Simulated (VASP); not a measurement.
# SiW3 (I4/mmm) in VASP: relaxation of cell and atoms with PBE

Aim: the relaxation of cell and atoms of SiW3 with PBE.

Program: VASP 6.6.1. These are calculated values, not measurements. Logs are shortened: lines on timing, memory, paths and dates and some standing lists are left out, and cuts for length are marked.

### 1 The cell of the first run

Symmetry: I4/mmm, No. 139, tetragonal system. The conventional cell has a = 3.897 Å, b = 3.897 Å, c = 8.092 Å, α = 90.00°, β = 90.00°, γ = 90.00°. Si (site symmetry 4/mmm) has 12 W at 2.76 to 2.81 Å within 3.6 Å. W (site symmetry 4/mmm) has 4 Si at 2.76 Å and 8 W at 2.81 Å within 3.6 Å. W (site symmetry -4m2) has 8 W at 2.76 to 2.81 Å and 4 Si at 2.81 Å within 3.6 Å.

### 2 Relaxation of cell and atoms, PBE

Contents of INCAR:

```
PREC = Accurate
ENCUT = 600
EDIFF = 1E-6
ISMEAR = 0
SIGMA = 0.1
LREAL = False
LASPH = True
NELM = 60
ALGO = Fast
ISIF = 3
LWAVE = False
LCHARG = False
GGA = PE
IBRION = 2
NSW = 100
EDIFFG = -0.01
```

Contents of KPOINTS:

```
Automatic mesh
0
Gamma
  16 16 16
```

Contents of POSCAR:

```
SiW3
1.0
   -1.9485610507      1.9485610507      4.0458872477
    1.9485610507     -1.9485610507      4.0458872477
    1.9485610507      1.9485610507     -4.0458872477
Si W
1 3
Direct
    0.0000000000      0.0000000000      0.0000000000
    0.5000000000      0.5000000000      0.0000000000
    0.2500000000      0.7500000000      0.5000000000
    0.7500000000      0.2500000000      0.5000000000
```

Potentials or basis: VASP PAW PBE potentials, release 64 (Si, W_sv).

Started as:

```console
$ cat potpaw_PBE.64/Si/POTCAR potpaw_PBE.64/W_sv/POTCAR > POTCAR
$ mpirun -np 1 vasp_std > vasp.out
```

OUTCAR:

```text
PREC = Accurate
   ENCUT = 600
   EDIFF = 1E-6
   ISMEAR = 0
   LREAL = False
   LASPH = True
   NELM = 60
   ISIF = 3
   GGA = PE
   IBRION = 2
   NSW = 100
   EDIFFG = -0.01

 ion  position               nearest neighbor table
   1  0.000  0.000  0.000-   2 2.76   2 2.76   2 2.76   2 2.76   4 2.81   3 2.81   4 2.81   3 2.81
                             4 2.81   4 2.81   3 2.81   3 2.81
   2  0.500  0.500  0.000-   1 2.76   1 2.76   1 2.76   1 2.76   4 2.81   3 2.81   4 2.81   4 2.81
                             3 2.81   3 2.81   4 2.81   3 2.81
   3  0.250  0.750  0.500-   4 2.76   4 2.76   4 2.76   4 2.76   2 2.81   1 2.81   2 2.81   2 2.81
                             1 2.81   1 2.81   2 2.81   1 2.81
   4  0.750  0.250  0.500-   3 2.76   3 2.76   3 2.76   3 2.76   2 2.81   1 2.81   2 2.81   1 2.81
                             2 2.81   2 2.81   1 2.81   1 2.81

  LATTYP: Found a body centered tetragonal cell.
 ALAT       =     3.8971221014
 C/A-ratio  =     2.0763461562

  Lattice vectors:

 A1 = (  -1.9485610507,   1.9485610507,   4.0458872477)
 A2 = (   1.9485610507,  -1.9485610507,   4.0458872477)
 A3 = (   1.9485610507,   1.9485610507,  -4.0458872477)

Analysis of symmetry for initial positions (statically):
=====================================================================
 Subroutine PRICEL returns:
 Original cell was already a primitive cell.

 Routine SETGRP: Setting up the symmetry group for a
 body centered tetragonal supercell.

 Subroutine GETGRP returns: Found 16 space group operations
 (whereof 16 operations were pure point group operations)
 out of a pool of 16 trial point group operations.

The static configuration has the point symmetry D_4h.

Analysis of symmetry for dynamics (positions and initial velocities):
=====================================================================
 Subroutine PRICEL returns:
 Original cell was already a primitive cell.

 Routine SETGRP: Setting up the symmetry group for a
 body centered tetragonal supercell.

 Subroutine GETGRP returns: Found 16 space group operations
 (whereof 16 operations were pure point group operations)
 out of a pool of 16 trial point group operations.

The dynamic configuration has the point symmetry D_4h.

 Subroutine INISYM returns: Found 16 space group operations
 (whereof 16 operations are pure point group operations),
 and found     1 'primitive' translations

----------------------------------------------------------------------------------------

                                     Primitive cell

  volume of cell :      61.4472

  direct lattice vectors                    reciprocal lattice vectors
    -1.948561051  1.948561051  4.045887248     0.000000000  0.256599607  0.123582287
     1.948561051 -1.948561051  4.045887248     0.256599607  0.000000000  0.123582287
     1.948561051  1.948561051 -4.045887248     0.256599607  0.256599607  0.000000000

  length of vectors
     4.895200094  4.895200094  4.895200094     0.284808603  0.284808603  0.362886644

  position of ions in fractional coordinates (direct lattice)
     0.000000000  0.000000000  0.000000000
     0.500000000  0.500000000  0.000000000
     0.250000000  0.750000000  0.500000000
     0.750000000  0.250000000  0.500000000

  ion indices of the primitive-cell ions
   primitive index   ion index
                 1           1
                 2           2
                 3           3
                 4           4

----------------------------------------------------------------------------------------

 KPOINTS: Automatic mesh

Automatic generation of k-mesh.
 Grid dimensions read from file:
 generate k-points for:   16   16   16

 Generating k-lattice:

  Cartesian coordinates                     Fractional coordinates (reciprocal lattice)
     0.000000000  0.016037475  0.007723893     0.062500000  0.000000000 -0.000000000
     0.016037475  0.000000000  0.007723893     0.000000000  0.062500000 -0.000000000
     0.016037475  0.016037475  0.000000000     0.000000000  0.000000000  0.062500000

  Length of vectors
     0.017800538  0.017800538  0.022680415

  Shift w.r.t. Gamma in fractional coordinates (k-lattice)
     0.000000000  0.000000000  0.000000000

 Subroutine IBZKPT returns following result:
 ===========================================

 Found    349 irreducible k-points:

 Following reciprocal coordinates:
            Coordinates               Weight
  0.000000  0.000000  0.000000      1.000000
  0.062500  0.000000 -0.000000      8.000000
  0.125000  0.000000 -0.000000      8.000000
  0.187500  0.000000 -0.000000      8.000000
  0.250000  0.000000 -0.000000      8.000000
  0.312500 -0.000000  0.000000      8.000000
[... 16 lines left out ...]
 -0.125000  0.062500  0.000000     16.000000
 -0.062500  0.062500  0.000000      4.000000
 [... further k-points ...]
   k-points           NKPTS =    349   k-points in BZ     NKDIM =    349   number of bands    NBANDS=     27
   number of dos      NEDOS =    301   number of ions     NIONS =      4
   total plane-waves  NPLWV =  64000
   dimension x,y,z NGX =    40 NGY =   40 NGZ =   40
   dimension x,y,z NGXF=    80 NGYF=   80 NGZF=   80
   ions per type =               1   3
   NGX,Y,Z   is equivalent  to a cutoff of  13.58, 13.58, 13.58 a.u.
   NGXF,Y,Z  is equivalent  to a cutoff of  27.17, 27.17, 27.17 a.u.
 SYSTEM =  unknown system
   PREC   = accura    normal or accurate (medium, high low for compatibility)
   ISTART =      0    job   : 0-new  1-cont  2-samecut
   ICHARG =      2    charge: 1-file 2-atom 10-const
   ISPIN  =      1    spin polarized calculation?
   LNONCOLLINEAR =      F non collinear calculations
   LSORBIT =      F    spin-orbit coupling
   LASPH  =      T    aspherical Exc in radial PAW
   ENCUT  =  600.0 eV  44.10 Ry    6.64 a.u.   9.78  9.78  9.78*2*pi/ulx,y,z
   NELM   =     60;   NELMIN=  2; NELMDL= -5     # of ELM steps
   EDIFF  = 0.1E-05   stopping-criterion for ELM
   LREAL  =      F    real-space projection
   EDIFFG = -.1E-01   stopping-criterion for IOM
   NSW    =    100    number of steps for IOM
   IBRION =      2    ionic relax: 0-MD 1-quasi-New 2-CG
   NFREE  =      1    steps in history (QN), initial steepest desc. (CG)
   ISIF   =      3    stress and relaxation
   ISYM   =      2    0-nonsym 1-usesym 2-fastsym
   POTIM  = 0.5000    time-step for ionic-motion
   TEBEG  =    0.0;   TEEND  =   0.0 temperature during run
   PSTRESS=    0.0 pullay stress
   NELECT =      46.0000    total number of electrons
   NUPDOWN=      -1.0000    fix difference up-down
   EMIN   =  10.00;   EMAX   =-10.00  energy-range for DOS
   EFERMI =   0.00;   METHOD = LEGACY
   ISMEAR =     0;   SIGMA  =   0.10  broadening in eV -4-tet -1-fermi 0-gaus
   EFERMI_NEDOS =   21; number of points for ismear=-14 and -15
   IALGO  =     68    algorithm
   IMIX   =      4    mixing-type and parameters
     AMIX     =   0.40;   BMIX     =  1.00
     AMIX_MAG =   1.60;   BMIX_MAG =  1.00
  volume/ion in A,a.u.               =      15.36       103.67
  Fermi-wavevector in a.u.,A,eV,Ry     =   1.486484  2.809047 30.063896  2.209634
  Thomas-Fermi vector in A             =   2.599764
   LORBIT       =      0    0 simple, 1 ext, 2 COOP (PROOUT), +10 PAW based schemes
   GGA     = PE    functional components
   LHFCALC =     F    Hartree Fock is set to
   AEXX    =    0.0000 exact exchange contribution
   IVDW    =     0    specifies the selected vdW correction
   LEPSILON=     F    determine dielectric tensor
   LRPA    =     F    only Hartree local field effects (RPA)
 conjugate gradient relaxation of ions
 non-spin polarized calculation
 RMM-DIIS sequential band-by-band and
 Gauss-broadening in eV      SIGMA  =   0.10
  energy-cutoff  :      600.00
  volume of cell :       61.45
 maximum number of plane-waves:      2064
   NGX = 19   NGY = 19   NGZ = 19

--------------------------------------- Ionic step        1  -------------------------------------------

 number of electron      46.0000001 magnetization

 Free energy of the ion-electron system (eV)
  ---------------------------------------------------
  ext. energy  EPLUGINS =         0.00000000
  ---------------------------------------------------
  free energy    TOTEN  =       -43.40220070 eV

  energy without entropy =      -43.38918875  energy(sigma->0) =      -43.39569472

------------------------ aborting loop because EDIFF is reached ----------------------------------------

  FORCE on cell =-STRESS in cart. coord.  units (eV):
  Direction    XX          YY          ZZ          XY          YZ          ZX
  --------------------------------------------------------------------------------------
  -------------------------------------------------------------------------------------
  Total        0.1152602      0.1152602      0.5148893      0.0000000      0.0000000      0.0000000
  in kB        3.0053013      3.0053013     13.4252585      0.0000000      0.0000000      0.0000000
  external PRESSURE =       6.4786204 kB  Pullay stress =       0.0000000 kB

 VOLUME and BASIS-vectors are now :
 -----------------------------------------------------------------------------
  energy-cutoff  :      600.00
  volume of cell :       61.45
      direct lattice vectors                 reciprocal lattice vectors
    -1.948561051  1.948561051  4.045887248     0.000000000  0.256599607  0.123582287
     1.948561051 -1.948561051  4.045887248     0.256599607  0.000000000  0.123582287
     1.948561051  1.948561051 -4.045887248     0.256599607  0.256599607  0.000000000
[... 229 lines left out ...]
 POSITION                                       TOTAL-FORCE (eV/Angst)
 -----------------------------------------------------------------------------------
      0.00000     -0.00000      0.00000         0.000000     -0.000000     -0.000000
      0.00000      0.00000      4.10714         0.000000     -0.000000     -0.000000
      1.93798      0.00000      2.05357         0.000000     -0.000000      0.000000
      0.00000      1.93798      2.05357        -0.000000      0.000000      0.000000
 -----------------------------------------------------------------------------------
    total drift:                                0.000000     -0.000000      0.000000

  FREE ENERGIE OF THE ION-ELECTRON SYSTEM (eV)
  ---------------------------------------------------
  free  energy   TOTEN  =       -43.4044409132 eV

  energy  without entropy=      -43.3905529771  energy(sigma->0) =      -43.39749695

--------------------------------------- Ionic step        8  -------------------------------------------

 number of electron      46.0000001 magnetization

 Free energy of the ion-electron system (eV)
  ---------------------------------------------------
  ext. energy  EPLUGINS =         0.00000000
  ---------------------------------------------------
  free energy    TOTEN  =       -43.40475281 eV

  energy without entropy =      -43.39098001  energy(sigma->0) =      -43.39786641

 E-fermi :  11.2607     XC(G=0): -13.0978

 val. band max:       11.2576466599   @ k =   0.4375   0.3125   0.0000
 cond. band min:      11.2656182371   @ k =   0.5000   0.2500  -0.0000
 fundamental gap:      0.0079715772
 Fermi energy:        11.2607284256

 k-point     1 :       0.0000    0.0000    0.0000
  band No.  band energies     occupation
      1     -62.8227      2.00000
      2     -62.6844      2.00000
      3     -62.6327      2.00000
      4     -27.4513      2.00000
      5     -27.3809      2.00000
      6     -27.3809      2.00000
[... 19 lines left out ...]
     26      13.2203      0.00000
     27      13.2203      0.00000
[... 667 lines left out ...]
      5     -27.3645      2.00000
      6     -27.3497      2.00000
[... 19 lines left out ...]
     26      13.2196      0.00000
     27      13.4350      0.00000

 [... further k-points ...]

------------------------ aborting loop because EDIFF is reached ----------------------------------------

  FORCE on cell =-STRESS in cart. coord.  units (eV):
  Direction    XX          YY          ZZ          XY          YZ          ZX
  --------------------------------------------------------------------------------------
  -------------------------------------------------------------------------------------
  Total        0.0041377      0.0041377      0.0091005      0.0000000     -0.0000000      0.0000000
  in kB        0.1076862      0.1076862      0.2368476      0.0000000     -0.0000000      0.0000000
  external PRESSURE =       0.1507400 kB  Pullay stress =       0.0000000 kB

 VOLUME and BASIS-vectors are now :
 -----------------------------------------------------------------------------
  energy-cutoff  :      600.00
  volume of cell :       61.56
      direct lattice vectors                 reciprocal lattice vectors
    -1.937734258  1.937734258  4.098836239     0.000000000  0.258033318  0.121985844
     1.937734258 -1.937734258  4.098836239     0.258033318  0.000000000  0.121985844
     1.937734258  1.937734258 -4.098836239     0.258033318  0.258033318  0.000000000

 POSITION                                       TOTAL-FORCE (eV/Angst)
 -----------------------------------------------------------------------------------
     -1.93773      1.93773      4.09884        -0.000000      0.000000      0.000000
      0.00000      0.00000      4.09884        -0.000000      0.000000      0.000000
      1.93773     -0.00000      2.04942         0.000000     -0.000000      0.000000
     -0.00000      1.93773      2.04942         0.000000     -0.000000     -0.000000
 -----------------------------------------------------------------------------------
    total drift:                                0.000000     -0.000000      0.000000

  FREE ENERGIE OF THE ION-ELECTRON SYSTEM (eV)
  ---------------------------------------------------
  free  energy   TOTEN  =       -43.4047528074 eV

  energy  without entropy=      -43.3909800073  energy(sigma->0) =      -43.39786641

 reached required accuracy - stopping structural energy minimisation
```

Run time: 2.4 h. Hardware: 1 thread of Oxide Virtual Turin-like, shared host; peak memory 0.66 GiB.

Results:

* Free energy: -43.4048 eV
* Relaxed volume: 15.39 Å³/atom
* Relaxed cell: a = 4.931 Å, b = 4.931 Å, c = 4.931 Å, α = 133.72°, β = 133.72°, γ = 67.53°
* Space group after relaxing (to 0.1 Å): I4/mmm (No. 139)
* Energy gained by relaxing: 0.6 meV/atom
* Ionic steps: 8
* Pressure after relaxing: 0.0 GPa
* Band gap on the k mesh: zero (bands 23 and 24 overlap by 1.04 eV)

The path:
```
step  energy change (eV)  largest force (eV/Å)  pressure (GPa)  volume (Å³)
   1              0.0000                0.0000            0.65        61.45
   2              0.0009                0.0000           -1.77        62.00
   3             -0.0007                0.0000           -0.26        61.67
   4             -0.0017                0.0000           -0.16        61.62
   5             -0.0025                0.0000            0.13        61.53
   6             -0.0025                0.0000            0.19        61.52
   7             -0.0022                0.0000           -0.66        61.70
   8             -0.0026                0.0000            0.02        61.56
```

Final structure:
```xyz
4
Lattice="-1.9377 1.9377 4.0988 1.9377 -1.9377 4.0988 1.9377 1.9377 -4.0988" Properties=species:S:1:pos:R:3 pbc="T T T"
Si   -1.9377    1.9377    4.0988
W     0.0000    0.0000    4.0988
W     1.9377    0.0000    2.0494
W     0.0000    1.9377    2.0494
```

Levels at points of the mesh, in eV from the Fermi level:
```
           k point  band 21  band 22  band 23  band 24  band 25  band 26
(0.00, 0.00, 0.00)    -1.61    -0.75     0.08     0.29     0.92     1.96
(0.50, 0.00, 0.00)    -1.30    -1.17    -1.02     0.24     0.39     0.82
(0.50, 0.50, 0.00)    -1.46    -0.83    -0.37    -0.28     0.64     0.98
(0.50, 0.50, 0.50)    -1.30    -1.30    -0.89     0.82     1.86     1.86
```

Caveat: spin-orbit coupling is left out, which moves the levels of the heavy elements.
